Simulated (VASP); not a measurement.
# BaTe (R3m) in VASP: single point with PBE

Aim: the single point of BaTe with PBE.

Program: VASP 6.6.1. These are calculated values, not measurements. Logs are shortened: lines on timing, memory, paths and dates and some standing lists are left out, and cuts for length are marked.

**1. The cell of the first run**

The structure is trigonal, space group R3m (No. 160). The conventional cell has a = 4.878 Å, b = 4.878 Å, c = 25.886 Å, α = 90.00°, β = 90.00°, γ = 120.00°. Ba (site symmetry 3m) has 6 Te at 3.44 to 3.46 Å within 4.5 Å. Ba (site symmetry 3m) has 6 Te at 3.64 to 3.67 Å within 4.8 Å. Te (site symmetry 3m) has 6 Ba at 3.46 to 3.64 Å within 4.5 Å. Within 4.5 Å of Te (site symmetry 3m) lie 6 Ba at 3.44 to 3.67 Å.

**2. Single point, PBE**

INCAR

```
ALGO     = Normal         # electronic algorithm
EDIFF    = 1E-6           # SCF threshold, eV
ENCUT    = 520            # plane-wave cutoff, eV
GGA      = PE             # functional
ISIF     = 2              # what is computed and relaxed
ISMEAR   = 0              # smearing method
LASPH    = T              # aspherical terms in the spheres
LCHARG   = F              # write CHGCAR
LREAL    = F              # projectors in reciprocal space
LWAVE    = F              # write WAVECAR
NBANDS   = 24             # bands
NELM     = 60             # most SCF steps
PREC     = Accurate       # precision mode
SIGMA    = 0.1            # smearing width, eV
```

KPOINTS

```
k-points
0
Gamma
  6 6 6
```

POSCAR

```
BaTe
1.0
    2.4389724600      1.4081414000      8.6286229400
   -2.4389724600      1.4081414000      8.6286229400
    0.0000000000     -2.8162828100      8.6286229400
Ba Te
2 2
Direct
    0.0001668900      0.0001668900      0.0001668900
    0.5005774700      0.5005774700      0.5005774700
    0.2561774800      0.2561774800      0.2561774800
    0.7430781500      0.7430781500      0.7430781500
```

Potentials or basis: VASP PAW PBE potentials, release 64 (Ba_sv, Te).

Launch:

```
> cat potpaw_PBE.64/Ba_sv/POTCAR potpaw_PBE.64/Te/POTCAR > POTCAR
> mpirun -np 1 vasp_std > vasp.out
```

OUTCAR:

```text
EDIFF = 1E-6
   ENCUT = 520
   GGA = PE
   ISIF = 2
   ISMEAR = 0
   LASPH = T
   LREAL = F
   NELM = 60
   PREC = Accurate

 ion  position               nearest neighbor table
   1  0.000  0.000  0.000-   4 3.44   4 3.44   4 3.44   3 3.46   3 3.46   3 3.46
   2  0.501  0.501  0.501-   3 3.64   3 3.64   3 3.64   4 3.67   4 3.67   4 3.67
   3  0.256  0.256  0.256-   1 3.46   1 3.46   1 3.46   2 3.64   2 3.64   2 3.64
   4  0.743  0.743  0.743-   1 3.44   1 3.44   1 3.44   2 3.67   2 3.67   2 3.67

  LATTYP: Found a trigonal (rhomboedric) cell.
 ALAT       =     9.0765953255
 COS(alpha) =     0.8555898095

  Lattice vectors:

 A1 = (   2.4389724600,   1.4081414000,   8.6286229400)
 A2 = (  -2.4389724600,   1.4081414000,   8.6286229400)
 A3 = (   0.0000000000,  -2.8162828100,   8.6286229400)

Analysis of symmetry for initial positions (statically):
=====================================================================
 Subroutine PRICEL returns:
 Original cell was already a primitive cell.

 Routine SETGRP: Setting up the symmetry group for a
 trigonal (rhombohedral) supercell.

 Subroutine GETGRP returns: Found  6 space group operations
 (whereof  6 operations were pure point group operations)
 out of a pool of 12 trial point group operations.

The static configuration has the point symmetry C_3v.

Analysis of symmetry for dynamics (positions and initial velocities):
=====================================================================
 Subroutine PRICEL returns:
 Original cell was already a primitive cell.

 Routine SETGRP: Setting up the symmetry group for a
 trigonal (rhombohedral) supercell.

 Subroutine GETGRP returns: Found  6 space group operations
 (whereof  6 operations were pure point group operations)
 out of a pool of 12 trial point group operations.

The dynamic configuration has the point symmetry C_3v.

 Subroutine INISYM returns: Found  6 space group operations
 (whereof  6 operations are pure point group operations),
 and found     1 'primitive' translations

----------------------------------------------------------------------------------------

                                     Primitive cell

  volume of cell :     177.8058

  direct lattice vectors                    reciprocal lattice vectors
     2.438972460  1.408141400  8.628622940     0.205004365  0.118359325  0.038631116
    -2.438972460  1.408141400  8.628622940    -0.205004365  0.118359325  0.038631116
     0.000000000 -2.816282810  8.628622940     0.000000000 -0.236718651  0.038631116

  length of vectors
     9.076595326  9.076595326  9.076595326     0.239850125  0.239850125  0.239850126

  position of ions in fractional coordinates (direct lattice)
     0.000166890  0.000166890  0.000166890
     0.500577470  0.500577470  0.500577470
     0.256177480  0.256177480  0.256177480
     0.743078150  0.743078150  0.743078150

  ion indices of the primitive-cell ions
   primitive index   ion index
                 1           1
                 2           2
                 3           3
                 4           4

----------------------------------------------------------------------------------------

 KPOINTS: k-points

Automatic generation of k-mesh.
 Grid dimensions read from file:
 generate k-points for:    6    6    6

 Generating k-lattice:

  Cartesian coordinates                     Fractional coordinates (reciprocal lattice)
     0.034167394  0.019726554  0.006438519     0.166666667 -0.000000000 -0.000000000
    -0.034167394  0.019726554  0.006438519    -0.000000000  0.166666667 -0.000000000
     0.000000000 -0.039453108  0.006438519     0.000000000  0.000000000  0.166666667

  Length of vectors
     0.039975021  0.039975021  0.039975021

  Shift w.r.t. Gamma in fractional coordinates (k-lattice)
     0.000000000  0.000000000  0.000000000

 Subroutine IBZKPT returns following result:
 ===========================================

 Found     32 irreducible k-points:

 Following reciprocal coordinates:
            Coordinates               Weight
  0.000000  0.000000  0.000000      1.000000
  0.166667 -0.000000  0.000000      6.000000
  0.333333  0.000000  0.000000      6.000000
  0.500000  0.000000  0.000000      3.000000
  0.166667  0.166667  0.000000      6.000000
  0.333333  0.166667  0.000000     12.000000
[... 16 lines left out ...]
  0.500000  0.500000  0.166667      6.000000
 -0.333333  0.500000  0.166667     12.000000
 [... further k-points ...]
   k-points           NKPTS =     32   k-points in BZ     NKDIM =     32   number of bands    NBANDS=     24
   number of dos      NEDOS =    301   number of ions     NIONS =      4
   total plane-waves  NPLWV = 343000
   dimension x,y,z NGX =    70 NGY =   70 NGZ =   70
   dimension x,y,z NGXF=   140 NGYF=  140 NGZF=  140
   ions per type =               2   2
   NGX,Y,Z   is equivalent  to a cutoff of  12.82, 12.82, 12.82 a.u.
   NGXF,Y,Z  is equivalent  to a cutoff of  25.64, 25.64, 25.64 a.u.
 SYSTEM =  unknown system
   PREC   = accura    normal or accurate (medium, high low for compatibility)
   ISTART =      0    job   : 0-new  1-cont  2-samecut
   ICHARG =      2    charge: 1-file 2-atom 10-const
   ISPIN  =      1    spin polarized calculation?
   LNONCOLLINEAR =      F non collinear calculations
   LSORBIT =      F    spin-orbit coupling
   LASPH  =      T    aspherical Exc in radial PAW
   ENCUT  =  520.0 eV  38.22 Ry    6.18 a.u.  16.88 16.88 16.88*2*pi/ulx,y,z
   NELM   =     60;   NELMIN=  2; NELMDL= -5     # of ELM steps
   EDIFF  = 0.1E-05   stopping-criterion for ELM
   LREAL  =      F    real-space projection
   EDIFFG = 0.1E-04   stopping-criterion for IOM
   NSW    =      0    number of steps for IOM
   IBRION =     -1    ionic relax: 0-MD 1-quasi-New 2-CG
   NFREE  =      0    steps in history (QN), initial steepest desc. (CG)
   ISIF   =      2    stress and relaxation
   ISYM   =      2    0-nonsym 1-usesym 2-fastsym
   POTIM  = 0.5000    time-step for ionic-motion
   TEBEG  =    0.0;   TEEND  =   0.0 temperature during run
   PSTRESS=    0.0 pullay stress
   NELECT =      32.0000    total number of electrons
   NUPDOWN=      -1.0000    fix difference up-down
   EMIN   =  10.00;   EMAX   =-10.00  energy-range for DOS
   EFERMI =   0.00;   METHOD = LEGACY
   ISMEAR =     0;   SIGMA  =   0.10  broadening in eV -4-tet -1-fermi 0-gaus
   EFERMI_NEDOS =   21; number of points for ismear=-14 and -15
   IALGO  =     38    algorithm
   IMIX   =      4    mixing-type and parameters
     AMIX     =   0.40;   BMIX     =  1.00
     AMIX_MAG =   1.60;   BMIX_MAG =  1.00
  volume/ion in A,a.u.               =      44.45       299.97
  Fermi-wavevector in a.u.,A,eV,Ry     =   0.924293  1.746660 11.623688  0.854317
  Thomas-Fermi vector in A             =   2.050023
   LORBIT       =      0    0 simple, 1 ext, 2 COOP (PROOUT), +10 PAW based schemes
   GGA     = PE    functional components
   LHFCALC =     F    Hartree Fock is set to
   AEXX    =    0.0000 exact exchange contribution
   IVDW    =     0    specifies the selected vdW correction
   LEPSILON=     F    determine dielectric tensor
   LRPA    =     F    only Hartree local field effects (RPA)
 non-spin polarized calculation
 Gauss-broadening in eV      SIGMA  =   0.10
  energy-cutoff  :      520.00
  volume of cell :      177.81
 maximum number of plane-waves:      4815
 NGX is ok and might be reduce to    70
   NGX = 33   NGY = 33   NGZ = 33

 number of electron      32.0000000 magnetization

 Free energy of the ion-electron system (eV)
  ---------------------------------------------------
  ext. energy  EPLUGINS =         0.00000000
  ---------------------------------------------------
  free energy    TOTEN  =       -17.06732219 eV

  energy without entropy =      -17.06732219  energy(sigma->0) =      -17.06732219

 E-fermi :   2.7084     XC(G=0):  -8.1041

 val. band max:        2.1991140722   @ k =   0.0000   0.0000   0.0000
 cond. band min:       3.6234965093   @ k =   0.5000   0.5000   0.0000
 fundamental gap:      1.4243824371
 Fermi energy:         2.7083972254

 k-point     1 :       0.0000    0.0000    0.0000
  band No.  band energies     occupation
      1     -25.3986      2.00000
      2     -24.7535      2.00000
      3     -10.6607      2.00000
      4     -10.5231      2.00000
      5     -10.5231      2.00000
      6     -10.1187      2.00000
[... 16 lines left out ...]
     23       6.3509      0.00000
     24       6.6365      0.00000

 k-point     2 :       0.1667   -0.0000    0.0000
  band No.  band energies     occupation
      1     -25.3964      2.00000
      2     -24.7507      2.00000
      3     -10.6272      2.00000
      4     -10.5767      2.00000
      5     -10.5331      2.00000
      6     -10.1001      2.00000
[... 16 lines left out ...]
     23       6.3640      0.00000
     24       6.6083      0.00000

 k-point     3 :       0.3333    0.0000    0.0000
  band No.  band energies     occupation
      1     -25.3920      2.00000
      2     -24.7451      2.00000
      3     -10.6833      2.00000
      4     -10.5588      2.00000
      5     -10.5529      2.00000
      6     -10.1946      2.00000
[... 16 lines left out ...]
     23       6.6969      0.00000
     24       7.0290      0.00000

 k-point     4 :       0.5000    0.0000    0.0000
  band No.  band energies     occupation
      1     -25.3898      2.00000
      2     -24.7423      2.00000
      3     -10.7313      2.00000
      4     -10.5627      2.00000
      5     -10.5263      2.00000
      6     -10.2737      2.00000
[... 16 lines left out ...]
     23       7.2512      0.00000
     24       7.5157      0.00000

 k-point     5 :       0.1667    0.1667    0.0000
  band No.  band energies     occupation
      1     -25.3964      2.00000
      2     -24.7507      2.00000
      3     -10.6239      2.00000
      4     -10.5783      2.00000
      5     -10.5331      2.00000
      6     -10.1063      2.00000
[... 451 lines left out ...]
 k-point    22 :      -0.1667    0.3333    0.1667
  band No.  band energies     occupation
      1     -25.3898      2.00000
      2     -24.7423      2.00000
      3     -10.7098      2.00000
      4     -10.5934      2.00000
      5     -10.5318      2.00000
      6     -10.2134      2.00000
[... 16 lines left out ...]
     23       7.0675      0.00000
     24       7.2192      0.00000

 k-point    23 :       0.5000    0.5000    0.1667
  band No.  band energies     occupation
      1     -25.3920      2.00000
      2     -24.7452      2.00000
      3     -10.6931      2.00000
      4     -10.5601      2.00000
      5     -10.5534      2.00000
      6     -10.1769      2.00000
[... 16 lines left out ...]
     23       7.0734      0.00000
     24       7.4039      0.00000

 k-point    24 :      -0.3333    0.5000    0.1667
  band No.  band energies     occupation
      1     -25.3898      2.00000
      2     -24.7424      2.00000
      3     -10.7124      2.00000
      4     -10.5956      2.00000
      5     -10.5354      2.00000
      6     -10.2043      2.00000
[... 16 lines left out ...]
     23       7.1541      0.00000
     24       7.3852      0.00000

 [... further k-points ...]
[... 5 lines left out ...]
  --------------------------------------------------------------------------------------
  -------------------------------------------------------------------------------------
  Total        1.0978365      1.0978365     -1.6016065      0.0000000      0.0000000      0.0000000
  in kB        9.8924156      9.8924155    -14.4318002      0.0000000      0.0000000      0.0000000
  external PRESSURE =       1.7843436 kB  Pullay stress =       0.0000000 kB

 VOLUME and BASIS-vectors are now :
 -----------------------------------------------------------------------------
  energy-cutoff  :      520.00
  volume of cell :      177.81
      direct lattice vectors                 reciprocal lattice vectors
     2.438972460  1.408141400  8.628622940     0.205004365  0.118359325  0.038631116
    -2.438972460  1.408141400  8.628622940    -0.205004365  0.118359325  0.038631116
     0.000000000 -2.816282810  8.628622940     0.000000000 -0.236718651  0.038631116

 POSITION                                       TOTAL-FORCE (eV/Angst)
 -----------------------------------------------------------------------------------
      0.00000     -0.00000      0.00432         0.000000      0.000000     -0.016280
      0.00000     -0.00000     12.95788         0.000000      0.000000     -0.050045
      0.00000     -0.00000      6.63138         0.000000      0.000000     -0.743421
      0.00000     -0.00000     19.23522         0.000000     -0.000000      0.809746
 -----------------------------------------------------------------------------------
    total drift:                                0.000000     -0.000000     -0.000158

  FREE ENERGIE OF THE ION-ELECTRON SYSTEM (eV)
  ---------------------------------------------------
  free  energy   TOTEN  =       -17.0673221927 eV

  energy  without entropy=      -17.0673221927  energy(sigma->0) =      -17.06732219
```

Run time: 3.3 min. Hardware: 1 thread of Intel Xeon 6975P-C (Granite Rapids), shared host; peak memory 0.7 GiB.

Results:

```
Free energy            : -17.0673 eV
Pressure               : 0.2 GPa
Largest force          : 0.810 eV/Å
Band gap on the k mesh : 1.42 eV, indirect (least direct gap 1.80 eV)
```

Forces on the atoms (eV/Å):
```
Ba   0.000  0.000 -0.016
Ba   0.000  0.000 -0.050
Te   0.000  0.000 -0.743
Te   0.000  0.000  0.810
```

Levels at points of the mesh, in eV from the valence-band top:
```csv
k point,band 14,band 15,band 16,band 17,band 18,band 19
"(0.00, 0.00, 0.00)",-0.30,0.00,0.00,2.15,2.88,2.91
"(0.50, 0.00, 0.00)",-1.14,-0.84,-0.68,2.25,2.60,4.52
"(0.50, 0.50, 0.00)",-1.08,-0.59,-0.38,1.42,3.94,4.05
"(0.50, 0.50, 0.50)",-0.73,-0.42,-0.42,2.76,3.21,3.44
```

Caveat: spin-orbit coupling is left out, which moves the levels of the heavy elements. A k mesh can miss the band edges.
